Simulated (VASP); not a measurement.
Wanted: the native input for a VASP 6.6.1 run.

```
Task                   : single point
Functional             : PBE
Potentials or basis    : VASP PAW PBE potentials, release 64 (Al, Ni)
Cutoff                 : 520 eV
k mesh                 : 14 × 14 × 14
Occupations            : gaussian, width 0.1 eV
Spin                   : no spin polarisation
Dipole correction      : no
Further INCAR settings : ALGO = Normal; EDIFF = 1e-07; NBANDS = 14
```

The structure of AlNi lies in POSCAR:

```
AlNi
1.0
    2.8993483357      0.0000000000      0.0000000000
    0.0000000000      2.8993483357      0.0000000000
    0.0000000000      0.0000000000      2.8993483357
Al Ni
1 1
Direct
    0.5000000000      0.5000000000      0.5000000000
    0.0000000000      0.0000000000      0.0000000000
```

One way to write it, as run:

INCAR

```
PREC = Accurate
ENCUT = 520
EDIFF = 1E-7
ISMEAR = 0
SIGMA = 0.1
LREAL = False
LASPH = True
NELM = 60
ALGO = Normal
ISIF = 2
LWAVE = False
LCHARG = True
GGA = PE
LELF = True
LVHAR = True
NBANDS = 14
```

KPOINTS

```
regular mesh
0
Gamma
  14 14 14
```

Potentials or basis: VASP PAW PBE potentials, release 64 (Al, Ni).

Run with:

```bash
$ cat potpaw_PBE.64/Al/POTCAR potpaw_PBE.64/Ni/POTCAR > POTCAR
$ mpirun -np 1 vasp_std > vasp.out
```

It gave:

```
Pressure               : -1.0 GPa
Band gap on the k mesh : zero (an odd number of electrons rules out a gap without spin polarisation)
```

Wall time 43 s on 1 thread of Intel Xeon 8259CL, with other jobs on the host, peak memory 0.17 GiB.
